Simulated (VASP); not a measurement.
# Te (Pmma) in VASP: notebook

Runs on Te. Level: PBE. Tasks: single point.

Program: VASP 6.6.1. These are calculated values, not measurements. Logs are shortened: lines on timing, memory, paths and dates and some standing lists are left out, and cuts for length are marked.

### Step 1. The cell of the first run

Symmetry: Pmma, No. 51, orthorhombic system. The conventional cell has a = 5.382 Å, b = 3.168 Å, c = 4.810 Å, α = 90.00°, β = 90.00°, γ = 90.00°. Within 3.9 Å of Te (site symmetry mm2) lie 4 Te at 2.94 to 3.17 Å.

The cell was generated, and may not be a known phase.

### Step 2. Single point, PBE

INCAR reads:

```
SYSTEM = Te
  ALGO = Normal
  EDIFF = 1E-7
  ENCUT = 520
  GGA = PE
  ISIF = 2
  ISMEAR = 0
  LASPH = .TRUE.
  LCHARG = .FALSE.
  LREAL = .FALSE.
  LWAVE = .FALSE.
  NBANDS = 13
  NELM = 60
  PREC = Accurate
  SIGMA = 0.1
```

KPOINTS reads:

```
k-points
0
G
  10 18 12
  0 0 0
```

POSCAR reads:

```
Te
1.0
    5.3824425460      0.0000000000      0.0000000000
    0.0000000000      3.1681407518      0.0000000000
    0.0000000000      0.0000000000      4.8103937361
Te
2
Direct
    0.7500000000      0.5000000000      0.3779769242
    0.2500000000      0.5000000000      0.6220230758
```

Potentials or basis: VASP PAW PBE potentials, release 64 (Te).

Run with:

```console
$ cat potpaw_PBE.64/Te/POTCAR > POTCAR
$ mpirun -np 1 vasp_std > vasp.out
```

OUTCAR:

```text
SYSTEM = Te
   EDIFF = 1E-7
   ENCUT = 520
   GGA = PE
   ISIF = 2
   ISMEAR = 0
   LASPH = .TRUE.
   LREAL = .FALSE.
   NELM = 60
   PREC = Accurate

 ion  position               nearest neighbor table
   1  0.750  0.500  0.378-   2 2.94   2 2.94
   2  0.250  0.500  0.622-   1 2.94   1 2.94

  LATTYP: Found a simple orthorhombic cell.
 ALAT       =     3.1681407518
 B/A-ratio  =     1.5183649064
 C/A-ratio  =     1.6989278469

  Lattice vectors:

 A1 = (   0.0000000000,   3.1681407518,   0.0000000000)
 A2 = (   0.0000000000,   0.0000000000,   4.8103937361)
 A3 = (   5.3824425460,   0.0000000000,   0.0000000000)

Analysis of symmetry for initial positions (statically):
=====================================================================
 Subroutine PRICEL returns:
 Original cell was already a primitive cell.

 Routine SETGRP: Setting up the symmetry group for a
 simple orthorhombic supercell.

 Subroutine GETGRP returns: Found  8 space group operations
 (whereof  4 operations were pure point group operations)
 out of a pool of  8 trial point group operations.

The static configuration has the point symmetry C_2h.
 The point group associated with its full space group is D_2h.

Analysis of symmetry for dynamics (positions and initial velocities):
=====================================================================
 Subroutine PRICEL returns:
 Original cell was already a primitive cell.

 Routine SETGRP: Setting up the symmetry group for a
 simple orthorhombic supercell.

 Subroutine GETGRP returns: Found  8 space group operations
 (whereof  4 operations were pure point group operations)
 out of a pool of  8 trial point group operations.

The dynamic configuration has the point symmetry C_2h.
 The point group associated with its full space group is D_2h.

 Subroutine INISYM returns: Found  8 space group operations
 (whereof  4 operations are pure point group operations),
 and found     1 'primitive' translations

----------------------------------------------------------------------------------------

                                     Primitive cell

  volume of cell :      82.0284

  direct lattice vectors                    reciprocal lattice vectors
     5.382442546  0.000000000  0.000000000     0.185789257  0.000000000  0.000000000
     0.000000000  3.168140752  0.000000000     0.000000000  0.315642542  0.000000000
     0.000000000  0.000000000  4.810393736     0.000000000  0.000000000  0.207883191

  length of vectors
     5.382442546  3.168140752  4.810393736     0.185789257  0.315642542  0.207883191

  position of ions in fractional coordinates (direct lattice)
     0.750000000  0.500000000  0.377976924
     0.250000000  0.500000000  0.622023076

  ion indices of the primitive-cell ions
   primitive index   ion index
                 1           1
                 2           2

----------------------------------------------------------------------------------------

 KPOINTS: k-points

Automatic generation of k-mesh.
 Grid dimensions read from file:
 generate k-points for:   10   18   12

 Generating k-lattice:

  Cartesian coordinates                     Fractional coordinates (reciprocal lattice)
     0.018578926  0.000000000  0.000000000     0.100000000  0.000000000  0.000000000
     0.000000000  0.017535697  0.000000000     0.000000000  0.055555556  0.000000000
     0.000000000  0.000000000  0.017323599     0.000000000  0.000000000  0.083333333

  Length of vectors
     0.018578926  0.017535697  0.017323599

  Shift w.r.t. Gamma in fractional coordinates (k-lattice)
     0.000000000  0.000000000  0.000000000

 Subroutine IBZKPT returns following result:
 ===========================================

 Found    420 irreducible k-points:

 Following reciprocal coordinates:
            Coordinates               Weight
  0.000000  0.000000  0.000000      1.000000
  0.100000  0.000000  0.000000      2.000000
  0.200000  0.000000  0.000000      2.000000
  0.300000  0.000000  0.000000      2.000000
  0.400000  0.000000  0.000000      2.000000
  0.500000  0.000000  0.000000      1.000000
[... 16 lines left out ...]
  0.400000  0.166667  0.000000      4.000000
  0.500000  0.166667  0.000000      2.000000
 [... further k-points ...]
   k-points           NKPTS =    420   k-points in BZ     NKDIM =    420   number of bands    NBANDS=     13
   number of dos      NEDOS =    301   number of ions     NIONS =      2
   total plane-waves  NPLWV =  34560
   dimension x,y,z NGX =    40 NGY =   24 NGZ =   36
   dimension x,y,z NGXF=    80 NGYF=   48 NGZF=   72
   ions per type =               2
   NGX,Y,Z   is equivalent  to a cutoff of  12.35, 12.59, 12.44 a.u.
   NGXF,Y,Z  is equivalent  to a cutoff of  24.71, 25.19, 24.88 a.u.
 SYSTEM =  Te
   PREC   = accura    normal or accurate (medium, high low for compatibility)
   ISTART =      0    job   : 0-new  1-cont  2-samecut
   ICHARG =      2    charge: 1-file 2-atom 10-const
   ISPIN  =      1    spin polarized calculation?
   LNONCOLLINEAR =      F non collinear calculations
   LSORBIT =      F    spin-orbit coupling
   LASPH  =      T    aspherical Exc in radial PAW
   ENCUT  =  520.0 eV  38.22 Ry    6.18 a.u.  10.01  5.89  8.94*2*pi/ulx,y,z
   NELM   =     60;   NELMIN=  2; NELMDL= -5     # of ELM steps
   EDIFF  = 0.1E-06   stopping-criterion for ELM
   LREAL  =      F    real-space projection
   EDIFFG = 0.1E-05   stopping-criterion for IOM
   NSW    =      0    number of steps for IOM
   IBRION =     -1    ionic relax: 0-MD 1-quasi-New 2-CG
   NFREE  =      0    steps in history (QN), initial steepest desc. (CG)
   ISIF   =      2    stress and relaxation
   ISYM   =      2    0-nonsym 1-usesym 2-fastsym
   POTIM  = 0.5000    time-step for ionic-motion
   TEBEG  =    0.0;   TEEND  =   0.0 temperature during run
   PSTRESS=    0.0 pullay stress
   NELECT =      12.0000    total number of electrons
   NUPDOWN=      -1.0000    fix difference up-down
   EMIN   =  10.00;   EMAX   =-10.00  energy-range for DOS
   EFERMI =   0.00;   METHOD = LEGACY
   ISMEAR =     0;   SIGMA  =   0.10  broadening in eV -4-tet -1-fermi 0-gaus
   EFERMI_NEDOS =   21; number of points for ismear=-14 and -15
   IALGO  =     38    algorithm
   IMIX   =      4    mixing-type and parameters
     AMIX     =   0.40;   BMIX     =  1.00
     AMIX_MAG =   1.60;   BMIX_MAG =  1.00
  volume/ion in A,a.u.               =      41.01       276.78
  Fermi-wavevector in a.u.,A,eV,Ry     =   0.862609  1.630094 10.124006  0.744093
  Thomas-Fermi vector in A             =   1.980436
   LORBIT       =      0    0 simple, 1 ext, 2 COOP (PROOUT), +10 PAW based schemes
   GGA     = PE    functional components
   LHFCALC =     F    Hartree Fock is set to
   AEXX    =    0.0000 exact exchange contribution
   IVDW    =     0    specifies the selected vdW correction
   LEPSILON=     F    determine dielectric tensor
   LRPA    =     F    only Hartree local field effects (RPA)
 non-spin polarized calculation
 Gauss-broadening in eV      SIGMA  =   0.10
  energy-cutoff  :      520.00
  volume of cell :       82.03
 maximum number of plane-waves:      2236
   NGX = 21   NGY = 11   NGZ = 17

 number of electron      12.0000000 magnetization

 Free energy of the ion-electron system (eV)
  ---------------------------------------------------
  ext. energy  EPLUGINS =         0.00000000
  ---------------------------------------------------
  free energy    TOTEN  =        -6.06619514 eV

  energy without entropy =       -6.06212536  energy(sigma->0) =       -6.06416025

 E-fermi :   3.9539     XC(G=0):  -8.0685

 val. band max:        3.9499866338   @ k =   0.2000   0.4444   0.0000
 cond. band min:       3.9575550469   @ k =   0.4000   0.2222   0.2500
 fundamental gap:      0.0075684131
 Fermi energy:         3.9538710512

 k-point     1 :       0.0000    0.0000    0.0000
  band No.  band energies     occupation
      1      -9.2232      2.00000
      2      -6.2838      2.00000
      3      -1.3887      2.00000
      4       1.9994      2.00000
      5       2.0437      2.00000
      6       5.7427      0.00000
      7       5.7507      0.00000
      8       8.0129      0.00000
      9       8.1743      0.00000
     10       9.5273      0.00000
     11      10.9032      0.00000
     12      10.9208      0.00000
     13      14.4929      0.00000

 k-point     2 :       0.1000    0.0000    0.0000
  band No.  band energies     occupation
      1      -9.1774      2.00000
      2      -6.4183      2.00000
      3      -1.2304      2.00000
      4       1.9959      2.00000
      5       2.0953      2.00000
      6       5.5617      0.00000
      7       5.7922      0.00000
      8       7.9336      0.00000
      9       8.4232      0.00000
     10       9.1392      0.00000
     11      10.9458      0.00000
     12      11.4027      0.00000
     13      13.5644      0.00000

 k-point     3 :       0.2000    0.0000    0.0000
  band No.  band energies     occupation
      1      -9.0406      2.00000
      2      -6.7646      2.00000
      3      -0.8232      2.00000
      4       1.8446      2.00000
      5       2.3830      2.00000
      6       5.2004      0.00000
      7       5.9150      0.00000
      8       7.7154      0.00000
      9       8.5399      0.00000
     10       8.8591      0.00000
     11      11.0219      0.00000
     12      12.3137      0.00000
     13      12.5079      0.00000
[... 305 lines left out ...]
 k-point    23 :       0.4000    0.1667    0.0000
  band No.  band energies     occupation
      1      -8.1750      2.00000
      2      -7.3498      2.00000
      3       0.5451      2.00000
      4       1.5061      2.00000
      5       3.7421      1.99725
      6       3.7808      1.98562
      7       4.5287      0.00000
      8       4.8258      0.00000
      9       8.1644      0.00000
     10       8.6707      0.00000
     11      12.9651      0.00000
     12      12.9802      0.00000
     13      13.8794      0.00000

 k-point    24 :       0.5000    0.1667    0.0000
  band No.  band energies     occupation
      1      -7.7917      2.00000
      2      -7.7917      2.00000
      3       1.0540      2.00000
      4       1.0540      2.00000
      5       4.0821      0.06967
      6       4.0821      0.06967
      7       4.3953      0.00000
      8       4.3953      0.00000
      9       8.2374      0.00000
     10       8.2374      0.00000
     11      13.4076      0.00000
     12      13.4076      0.00000
     13      14.0638      0.00000

 [... further k-points ...]

------------------------ aborting loop because EDIFF is reached ----------------------------------------

  FORCE on cell =-STRESS in cart. coord.  units (eV):
  Direction    XX          YY          ZZ          XY          YZ          ZX
  --------------------------------------------------------------------------------------
  -------------------------------------------------------------------------------------
  Total       -0.0157267     -0.0241342     -0.0123316      0.0000000      0.0000000      0.0000000
  in kB       -0.3071739     -0.4713891     -0.2408606      0.0000000      0.0000000      0.0000000
  external PRESSURE =      -0.3398079 kB  Pullay stress =       0.0000000 kB

 VOLUME and BASIS-vectors are now :
 -----------------------------------------------------------------------------
  energy-cutoff  :      520.00
  volume of cell :       82.03
      direct lattice vectors                 reciprocal lattice vectors
     5.382442546  0.000000000  0.000000000     0.185789257  0.000000000  0.000000000
     0.000000000  3.168140752  0.000000000     0.000000000  0.315642542  0.000000000
     0.000000000  0.000000000  4.810393736     0.000000000  0.000000000  0.207883191

 POSITION                                       TOTAL-FORCE (eV/Angst)
 -----------------------------------------------------------------------------------
      4.03683      1.58407      1.81822        -0.000000      0.000000      0.008589
      1.34561      1.58407      2.99218         0.000000     -0.000000     -0.008589
 -----------------------------------------------------------------------------------
    total drift:                                0.000000      0.000000     -0.000000

  FREE ENERGIE OF THE ION-ELECTRON SYSTEM (eV)
  ---------------------------------------------------
  free  energy   TOTEN  =        -6.0661951427 eV

  energy  without entropy=       -6.0621253599  energy(sigma->0) =       -6.06416025
```

Wall time 2.7 min (1 thread of AMD EPYC 9R45 (Zen 5), shared host); peak memory 0.44 GiB.

What came out:

| Item | Value |
| --- | --- |
| Free energy | -6.0662 eV |
| Pressure | 0.0 GPa |
| Largest force | 0.009 eV/Å |
| Band gap on the k mesh | zero (bands 6 and 7 overlap by 3.07 eV) |

Forces in eV/Å, atoms in the order of the input:
```
Te   0.000  0.000  0.009
Te   0.000  0.000 -0.009
```

Caveat: spin-orbit coupling is left out, which moves the levels of the heavy elements; this functional lacks dispersion, which binds layers or chains, so the pressure and a relaxed spacing across them are unreliable.

### Step 3. Single point, PBE

This run uses another cell than the first one, of 40.39 Å³/atom.

INCAR reads:

```
PREC = Accurate
ENCUT = 520
EDIFF = 1E-7
ISMEAR = 0
SIGMA = 0.1
LREAL = False
LASPH = True
NELM = 60
ALGO = Normal
ISIF = 2
LWAVE = False
LCHARG = False
GGA = PE
NBANDS = 13
```

KPOINTS reads:

```
Automatic mesh
0
Gamma
  10 18 14
```

POSCAR reads:

```
Te
1.0
    5.3880962307      0.0000000000      0.0000000000
    0.0000000000      3.1665522668      0.0000000000
    0.0000000000      0.0000000000      4.7342284954
Te
2
Direct
    0.7500000000      0.5000000000      0.3764728113
    0.2500000000      0.5000000000      0.6235271887
```

Potentials or basis: VASP PAW PBE potentials, release 64 (Te).

Run with:

```console
$ cat potpaw_PBE.64/Te/POTCAR > POTCAR
$ mpirun -np 1 vasp_std > vasp.out
```

Wall time 3.4 min (1 thread of AMD EPYC 9R45 (Zen 5), shared host); peak memory 0.48 GiB.

It converged, with:

| Quantity | Value |
| --- | --- |
| Free energy | -6.0660 eV |
| Pressure | 0.0 GPa |
| Band gap on the k mesh | zero (bands 6 and 7 overlap by 3.12 eV) |

Stress tensor (GPa, compression positive):
```
-0.02  0.00  0.00
 0.00 -0.04  0.00
 0.00  0.00  0.05
```

Levels at points of the mesh, in eV from the Fermi level:
```
           k point  band 3  band 4  band 5  band 6  band 7  band 8  band 9  band 10
(0.00, 0.00, 0.00)   -5.36   -1.90   -1.89    1.80    1.84    4.07    4.28     5.54
(0.50, 0.00, 0.00)   -3.15   -3.15    0.05    0.05    2.75    2.75    3.92     3.92
(0.00, 0.50, 0.00)   -5.53   -3.89   -3.13   -0.26   -0.26    3.40    3.50     6.15
(0.50, 0.50, 0.00)   -4.56   -4.56   -1.60   -1.60    1.77    1.77    5.39     5.39
(0.00, 0.00, 0.50)   -5.16   -3.37   -1.77    0.65    1.93    4.00    7.23     8.35
(0.50, 0.00, 0.50)   -4.16   -4.16    0.49    0.49    2.82    2.82    6.31     6.31
(0.00, 0.50, 0.50)   -5.33   -3.72   -3.23   -1.49   -0.13    2.44    3.72     3.90
(0.50, 0.50, 0.50)   -4.43   -4.43   -2.44   -2.44    2.10    2.10    3.60     3.60
```

Caveat: spin-orbit coupling is left out, which moves the levels of the heavy elements; this functional lacks dispersion, which binds layers or chains, so the pressure and a relaxed spacing across them are unreliable.
